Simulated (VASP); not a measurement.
# ZnSe (I-4m2) in VASP: a series of runs

The runs below take ZnSe through single point, with PBEsol.

Program: VASP 6.6.1. These are calculated values, not measurements. Logs are shortened: lines on timing, memory, paths and dates and some standing lists are left out, and cuts for length are marked.

## 1. The cell of the first run

The structure is tetragonal, space group I-4m2 (No. 119). Conventional cell: a = 4.063 Å, b = 4.063 Å, c = 5.497 Å, α = 90.00°, β = 90.00°, γ = 90.00°. Within 3.2 Å of Zn (site symmetry -4m2) lie 4 Se at 2.45 Å. Se (site symmetry -4m2) has 4 Zn at 2.45 Å within 3.2 Å.

## 2. Single point, PBEsol (in-plane strain +0.02, then relaxed in part)

INCAR

```
PREC     = Accurate       # precision mode
ENCUT    = 520            # plane-wave cutoff, eV
EDIFF    = 1E-6           # SCF threshold, eV
ISMEAR   = 0              # smearing method
SIGMA    = 0.01           # smearing width, eV
LREAL    = F              # projectors in reciprocal space
LASPH    = T              # aspherical terms in the spheres
NELM     = 80             # most SCF steps
ALGO     = Normal         # electronic algorithm
ISIF     = 2              # what is computed and relaxed
LWAVE    = F              # write WAVECAR
LCHARG   = F              # write CHGCAR
GGA      = PS             # functional
NBANDS   = 16             # bands
```

KPOINTS

```
regular mesh
0
Gamma
  8 8 8
```

POSCAR

```
ZnSe
1.0
    2.8729243728      2.8729243728      0.0000000000
   -2.8729243728      2.8729243728      0.0000000000
    0.0000000000      2.8729243728      2.7484854822
Zn Se
1 1
Direct
    0.0000000000      0.0000000000      0.0000000000
    0.7500000000      0.2500000000      0.5000000000
```

Potentials or basis: VASP PAW PBE potentials, release 64 (Zn, Se).

On the command line:

```bash
> cat potpaw_PBE.64/Zn/POTCAR potpaw_PBE.64/Se/POTCAR > POTCAR
> mpirun -np 1 vasp_std > vasp.out
```

OUTCAR:

```text
PREC = Accurate
   ENCUT = 520
   EDIFF = 1E-6
   ISMEAR = 0
   LREAL = F
   LASPH = T
   NELM = 80
   ISIF = 2
   GGA = PS

 ion  position               nearest neighbor table
   1  0.000  0.000  0.000-   2 2.45   2 2.45   2 2.45   2 2.45
   2  0.750  0.250  0.500-   1 2.45   1 2.45   1 2.45   1 2.45

  LATTYP: Found a body centered tetragonal cell.
 ALAT       =     4.0629286117
 C/A-ratio  =     1.3529578021

  Lattice vectors:

 A1 = (   2.8729243728,   0.0000000000,  -2.7484854822)
 A2 = (  -2.8729243728,   0.0000000000,  -2.7484854822)
 A3 = (   0.0000000000,   2.8729243728,   2.7484854822)

Analysis of symmetry for initial positions (statically):
=====================================================================
 Subroutine PRICEL returns:
 Original cell was already a primitive cell.

 Routine SETGRP: Setting up the symmetry group for a
 body centered tetragonal supercell.

 Subroutine GETGRP returns: Found  8 space group operations
 (whereof  8 operations were pure point group operations)
 out of a pool of 16 trial point group operations.

The static configuration has the point symmetry D_2d.

Analysis of symmetry for dynamics (positions and initial velocities):
=====================================================================
 Subroutine PRICEL returns:
 Original cell was already a primitive cell.

 Routine SETGRP: Setting up the symmetry group for a
 body centered tetragonal supercell.

 Subroutine GETGRP returns: Found  8 space group operations
 (whereof  8 operations were pure point group operations)
 out of a pool of 16 trial point group operations.

The dynamic configuration has the point symmetry D_2d.

 Subroutine INISYM returns: Found  8 space group operations
 (whereof  8 operations are pure point group operations),
 and found     1 'primitive' translations

----------------------------------------------------------------------------------------

                                     Primitive cell

  volume of cell :      45.3703

  direct lattice vectors                    reciprocal lattice vectors
     2.872924373  2.872924373  0.000000000     0.174038692  0.174038692 -0.181918370
    -2.872924373  2.872924373  0.000000000    -0.174038692  0.174038692 -0.181918370
     0.000000000  2.872924373  2.748485482     0.000000000  0.000000000  0.363836741

  length of vectors
     4.062928612  4.062928612  3.975910826     0.306060821  0.306060821  0.363836741

  position of ions in fractional coordinates (direct lattice)
     0.000000000  0.000000000  0.000000000
     0.750000000  0.250000000  0.500000000

  ion indices of the primitive-cell ions
   primitive index   ion index
                 1           1
                 2           2

----------------------------------------------------------------------------------------

 KPOINTS: regular mesh

Automatic generation of k-mesh.
 Grid dimensions read from file:
 generate k-points for:    8    8    8

 Generating k-lattice:

  Cartesian coordinates                     Fractional coordinates (reciprocal lattice)
     0.021754836  0.021754836 -0.022739796     0.125000000  0.000000000  0.000000000
    -0.021754836  0.021754836 -0.022739796     0.000000000  0.125000000  0.000000000
     0.000000000  0.000000000  0.045479593     0.000000000  0.000000000  0.125000000

  Length of vectors
     0.038257603  0.038257603  0.045479593

  Shift w.r.t. Gamma in fractional coordinates (k-lattice)
     0.000000000  0.000000000  0.000000000

 Subroutine IBZKPT returns following result:
 ===========================================

 Found     59 irreducible k-points:

 Following reciprocal coordinates:
            Coordinates               Weight
  0.000000  0.000000  0.000000      1.000000
  0.125000  0.000000  0.000000      8.000000
  0.250000  0.000000  0.000000      8.000000
  0.375000  0.000000  0.000000      8.000000
  0.500000  0.000000  0.000000      4.000000
  0.125000  0.125000  0.000000      8.000000
[... 16 lines left out ...]
  0.250000  0.000000  0.125000      4.000000
  0.375000  0.000000  0.125000      8.000000
 [... further k-points ...]
   k-points           NKPTS =     59   k-points in BZ     NKDIM =     59   number of bands    NBANDS=     16
   number of dos      NEDOS =    301   number of ions     NIONS =      2
   total plane-waves  NPLWV =  27000
   dimension x,y,z NGX =    30 NGY =   30 NGZ =   30
   dimension x,y,z NGXF=    60 NGYF=   60 NGZF=   60
   ions per type =               1   1
   NGX,Y,Z   is equivalent  to a cutoff of  12.28, 12.28, 12.54 a.u.
   NGXF,Y,Z  is equivalent  to a cutoff of  24.55, 24.55, 25.09 a.u.
 SYSTEM =  unknown system
   PREC   = accura    normal or accurate (medium, high low for compatibility)
   ISTART =      0    job   : 0-new  1-cont  2-samecut
   ICHARG =      2    charge: 1-file 2-atom 10-const
   ISPIN  =      1    spin polarized calculation?
   LNONCOLLINEAR =      F non collinear calculations
   LSORBIT =      F    spin-orbit coupling
   LASPH  =      T    aspherical Exc in radial PAW
   ENCUT  =  520.0 eV  38.22 Ry    6.18 a.u.   7.55  7.55  7.39*2*pi/ulx,y,z
   NELM   =     80;   NELMIN=  2; NELMDL= -5     # of ELM steps
   EDIFF  = 0.1E-05   stopping-criterion for ELM
   LREAL  =      F    real-space projection
   EDIFFG = 0.1E-04   stopping-criterion for IOM
   NSW    =      0    number of steps for IOM
   IBRION =     -1    ionic relax: 0-MD 1-quasi-New 2-CG
   NFREE  =      0    steps in history (QN), initial steepest desc. (CG)
   ISIF   =      2    stress and relaxation
   ISYM   =      2    0-nonsym 1-usesym 2-fastsym
   POTIM  = 0.5000    time-step for ionic-motion
   TEBEG  =    0.0;   TEEND  =   0.0 temperature during run
   PSTRESS=    0.0 pullay stress
   NELECT =      18.0000    total number of electrons
   NUPDOWN=      -1.0000    fix difference up-down
   EMIN   =  10.00;   EMAX   =-10.00  energy-range for DOS
   EFERMI =   0.00;   METHOD = LEGACY
   ISMEAR =     0;   SIGMA  =   0.01  broadening in eV -4-tet -1-fermi 0-gaus
   EFERMI_NEDOS =   21; number of points for ismear=-14 and -15
   IALGO  =     38    algorithm
   IMIX   =      4    mixing-type and parameters
     AMIX     =   0.40;   BMIX     =  1.00
     AMIX_MAG =   1.60;   BMIX_MAG =  1.00
  volume/ion in A,a.u.               =      22.69       153.09
  Fermi-wavevector in a.u.,A,eV,Ry     =   1.202934  2.273215 19.688306  1.447050
  Thomas-Fermi vector in A             =   2.338701
   LORBIT       =      0    0 simple, 1 ext, 2 COOP (PROOUT), +10 PAW based schemes
   GGA     = PS    functional components
   LHFCALC =     F    Hartree Fock is set to
   AEXX    =    0.0000 exact exchange contribution
   IVDW    =     0    specifies the selected vdW correction
   LEPSILON=     F    determine dielectric tensor
   LRPA    =     F    only Hartree local field effects (RPA)
 non-spin polarized calculation
 Gauss-broadening in eV      SIGMA  =   0.01
  energy-cutoff  :      520.00
  volume of cell :       45.37
 maximum number of plane-waves:      1239
   NGX = 15   NGY = 15   NGZ = 15

 number of electron      17.9999999 magnetization

 Free energy of the ion-electron system (eV)
  ---------------------------------------------------
  ext. energy  EPLUGINS =         0.00000000
  ---------------------------------------------------
  free energy    TOTEN  =        -6.76595403 eV

  energy without entropy =       -6.76595403  energy(sigma->0) =       -6.76595403

 E-fermi :   1.6782     XC(G=0):  -9.5424

 val. band max:        1.6123978776   @ k =   0.0000   0.0000   0.0000
 cond. band min:       2.6895029907   @ k =   0.0000   0.0000   0.0000
 fundamental gap:      1.0771051131
 Fermi energy:         1.6781696908

 k-point     1 :       0.0000    0.0000    0.0000
  band No.  band energies     occupation
      1     -11.7878      2.00000
      2      -5.0568      2.00000
      3      -5.0568      2.00000
      4      -5.0382      2.00000
      5      -4.6828      2.00000
      6      -4.6743      2.00000
[... 8 lines left out ...]
     15      12.5537      0.00000
     16      13.2692      0.00000

 k-point     2 :       0.1250    0.0000    0.0000
  band No.  band energies     occupation
      1     -11.6855      2.00000
      2      -5.0490      2.00000
      3      -5.0415      2.00000
      4      -5.0241      2.00000
      5      -4.6832      2.00000
      6      -4.6767      2.00000
[... 8 lines left out ...]
     15      12.0663      0.00000
     16      12.4125      0.00000

 k-point     3 :       0.2500    0.0000    0.0000
  band No.  band energies     occupation
      1     -11.4194      2.00000
      2      -5.0087      2.00000
      3      -5.0031      2.00000
      4      -4.9820      2.00000
      5      -4.6785      2.00000
      6      -4.6780      2.00000
[... 8 lines left out ...]
     15      11.7941      0.00000
     16      12.3175      0.00000

 k-point     4 :       0.3750    0.0000    0.0000
  band No.  band energies     occupation
      1     -11.1200      2.00000
      2      -4.9837      2.00000
      3      -4.9612      2.00000
      4      -4.8032      2.00000
      5      -4.6698      2.00000
      6      -4.6634      2.00000
[... 8 lines left out ...]
     15      12.9962      0.00000
     16      13.0976      0.00000
[... 324 lines left out ...]
 k-point    22 :       0.0000    0.0000    0.1250
  band No.  band energies     occupation
      1     -11.6444      2.00000
      2      -5.0504      2.00000
      3      -5.0277      2.00000
      4      -5.0277      2.00000
      5      -4.6848      2.00000
      6      -4.6743      2.00000
[... 8 lines left out ...]
     15      12.7769      0.00000
     16      12.7936      0.00000

 k-point    23 :       0.2500    0.0000    0.1250
  band No.  band energies     occupation
      1     -11.5337      2.00000
      2      -5.0327      2.00000
      3      -5.0228      2.00000
      4      -4.9902      2.00000
      5      -4.6919      2.00000
      6      -4.6720      2.00000
[... 8 lines left out ...]
     15      11.9334      0.00000
     16      13.3433      0.00000

 k-point    24 :       0.3750    0.0000    0.1250
  band No.  band energies     occupation
      1     -11.2539      2.00000
      2      -4.9869      2.00000
      3      -4.9639      2.00000
      4      -4.9325      2.00000
      5      -4.6896      2.00000
      6      -4.6665      2.00000
[... 8 lines left out ...]
     15      12.6439      0.00000
     16      14.0691      0.00000

 [... further k-points ...]

------------------------ aborting loop because EDIFF is reached ----------------------------------------

  FORCE on cell =-STRESS in cart. coord.  units (eV):
  Direction    XX          YY          ZZ          XY          YZ          ZX
  --------------------------------------------------------------------------------------
  -------------------------------------------------------------------------------------
  Total       -0.3457709     -0.3457709      0.0699515      0.0000000      0.0000000     -0.0000000
  in kB      -12.2103256    -12.2103256      2.4702217      0.0000000      0.0000000     -0.0000000
  external PRESSURE =      -7.3168098 kB  Pullay stress =       0.0000000 kB

 VOLUME and BASIS-vectors are now :
 -----------------------------------------------------------------------------
  energy-cutoff  :      520.00
  volume of cell :       45.37
      direct lattice vectors                 reciprocal lattice vectors
     2.872924373  2.872924373  0.000000000     0.174038692  0.174038692 -0.181918370
    -2.872924373  2.872924373  0.000000000    -0.174038692  0.174038692 -0.181918370
     0.000000000  2.872924373  2.748485482     0.000000000  0.000000000  0.363836741

 POSITION                                       TOTAL-FORCE (eV/Angst)
 -----------------------------------------------------------------------------------
      0.00000      0.00000      0.00000         0.000000     -0.000000      0.000000
      1.43646      4.30939      1.37424        -0.000000      0.000000      0.000000
 -----------------------------------------------------------------------------------
    total drift:                               -0.000002     -0.000000      0.000000

  FREE ENERGIE OF THE ION-ELECTRON SYSTEM (eV)
  ---------------------------------------------------
  free  energy   TOTEN  =        -6.7659540266 eV

  energy  without entropy=       -6.7659540266  energy(sigma->0) =       -6.76595403
```

It took 42 s on 1 thread of Intel Xeon Platinum 8488C (Sapphire Rapids), shared host; peak memory 0.19 GiB.

Results:

* Free energy: -6.7660 eV
* Pressure: -0.7 GPa
* Band gap on the k mesh: 1.08 eV

Levels at points of the mesh, in eV from the valence-band top:
| k point | band 7 | band 8 | band 9 | band 10 | band 11 | band 12 |
| --- | --- | --- | --- | --- | --- | --- |
| (0.00, 0.00, 0.00) | -0.15 | -0.15 | 0.00 | 1.08 | 5.64 | 5.65 |
| (0.50, 0.00, 0.00) | -5.39 | -1.10 | -0.85 | 2.33 | 6.03 | 6.42 |
| (0.50, 0.50, 0.00) | -4.98 | -2.27 | -2.19 | 2.80 | 3.42 | 10.37 |
| (0.00, 0.00, 0.50) | -4.72 | -2.47 | -2.47 | 2.61 | 3.00 | 10.80 |

Caveat: the cell differs from its parent crystal (in-plane strain +0.02, then relaxed in part); the PAW data sets were made with another functional, which shifts forces and pressure a little.

[end of part 1 of 2]
